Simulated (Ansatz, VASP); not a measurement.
**Two plane-wave programs on Bi4Te3**

```xyz
7
Lattice="7.3670 0.0000 0.0000 0.0000 7.3670 0.0000 0.0000 0.0000 8.0031" Properties=species:S:1:pos:R:3 pbc="T T T"
Bi    5.8629    3.6835    4.0015
Bi    1.5042    3.6835    4.0015
Bi    3.6835    5.8629    4.0015
Bi    3.6835    1.5042    4.0015
Te    3.6835    3.6835    1.4615
Te    3.6835    3.6835    6.5416
Te    0.0000    0.0000    4.0015
```

Alike in both runs: functional PBE; k mesh 4 × 4 × 4; occupations gaussian, width 0.1 eV; no spin polarisation.

Ansatz relaxed the structure, and its values are those at the end. VASP's run is a single point on that final structure, the one shown.

|  | VASP | Ansatz |
| --- | --- | --- |
| version | VASP 6.6.1 | Ansatz 0.2.0 |
| potentials or method | VASP PAW PBE potentials, release 64 (Bi_d, Te), cutoff 520 eV | scalar-relativistic, plane waves, PAW |
| valence electrons in the cell | 78 | 108 |

VASP gave:

```
gap on the k mesh at the Fermi level (eV) : none
pressure (GPa)                            : -0.2
rms of the force components (eV/Å)        : 0.006
```

**Question.** Estimate Ansatz's values.

**Answer.** gap on the k mesh at the Fermi level (eV): none; pressure (GPa): -0.1; rms of the force components (eV/Å): 0.007.

A gap of «none» marks a metal or a gap that the smearing closes. VASP's potentials hold 78 valence electrons a cell and Ansatz's 108, so a difference there can come from the potentials and not from the codes.

Neither program's run includes spin-orbit coupling.
